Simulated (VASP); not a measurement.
Hf2H5: relaxation of cell and atoms with PBE

Crystal: Hf2H5.

```
Hf H
1.0
     3.61572    0.00000    0.00000
     0.00000    3.61572    0.00000
     0.00000    0.00000    5.10808
Hf H
2 5
Direct
  0.00000 0.00000 0.00000
  0.50000 0.50000 0.50000
  0.00000 0.50000 0.75000
  0.50000 0.00000 0.75000
  0.00000 0.50000 0.25000
  0.50000 0.00000 0.25000
  0.50000 0.50000 0.00000
```

* Program: VASP 6.6.1
* Task: relaxation of cell and atoms
* Functional: PBE
* Potentials or basis: VASP PAW PBE potentials, release 64 (Hf_pv, H)
* Cutoff: 600 eV
* k mesh: 5 × 5 × 3
* Occupations: gaussian, width 0.2 eV
* Spin: no spin polarisation
* Dipole correction: no
* Further INCAR settings: ALGO = Normal; EDIFF = 1e-07; IBRION = 2; EDIFFG = -0.08; NSW = 36; ISIF = 3

* Relaxed volume: 7.60 Å³/atom
* Relaxed cell: a = 3.421 Å, b = 3.421 Å, c = 4.543 Å, α = 90.00°, β = 90.00°, γ = 90.00°
* Space group after relaxing (to 0.1 Å): P4/mmm (No. 123)
* Energy gained by relaxing: 164.1 meV/atom
* Ionic steps: 6
* Pressure after relaxing: 1.0 GPa
* Largest force after relaxing: 0.040 eV/Å
* Band gap on the k mesh: zero (an odd number of electrons rules out a gap without spin polarisation)

Forces in eV/Å, atoms in the order of the input:
```
Hf   0.000  0.000  0.000
Hf   0.000  0.000  0.000
H    0.000  0.000  0.040
H    0.000  0.000  0.040
H    0.000  0.000 -0.040
H    0.000  0.000 -0.040
H    0.000  0.000  0.000
```

Stress tensor (GPa, compression positive):
```
 1.59  0.00  0.00
 0.00  1.59  0.00
 0.00  0.00 -0.22
```

The path:
```
step  energy change (eV)  largest force (eV/Å)  pressure (GPa)  volume (Å³)
   1              0.0000                0.2614          -21.45        66.78
   2             -1.0654                0.2287           -4.29        55.18
   3             -1.0920                0.2200            0.03        53.52
   4             -1.0920                0.2186            0.72        53.28
   5             -1.1167                0.1451            0.73        53.26
   6             -1.1485                0.0404            0.99        53.17
```

Final structure:
```
Hf H
1.0
     3.42117    0.00000    0.00000
     0.00000    3.42117    0.00000
     0.00000    0.00000    4.54269
Hf H
2 5
Direct
  0.00000 0.00000 0.00000
  0.50000 0.50000 0.50000
  0.00000 0.50000 0.73857
  0.50000 0.00000 0.73857
  0.00000 0.50000 0.26143
  0.50000 0.00000 0.26143
  0.50000 0.50000 0.00000
```

Levels at points of the mesh, in eV from the Fermi level:
```tsv
k point	band 8	band 9	band 10	band 11	band 12	band 13	band 14	band 15	band 16
(0.00, 0.00, 0.00)	-7.93	-6.41	-5.48	-2.03	-0.90	-0.90	-0.47	1.72	2.17
```

Run time: 37 s on 1 thread of AMD EPYC 9R45 96-Core Processor (Zen 5), with other jobs on the host, peak memory 0.17 GiB.

Caveat: the k points lie up to 0.46 Å⁻¹ apart in the final cell, too coarse for converged energies and pressures of a metal; the volume moved by over 15 % at a fixed basis, so the end points are rough; spin-orbit coupling is left out, which moves the levels of the heavy elements; an odd number of electrons without spin polarisation forces a metal; a magnetic or distorted state may lie lower; the relaxation stopped at a loose force limit of 0.08 eV/Å, so its end isn't a converged minimum.
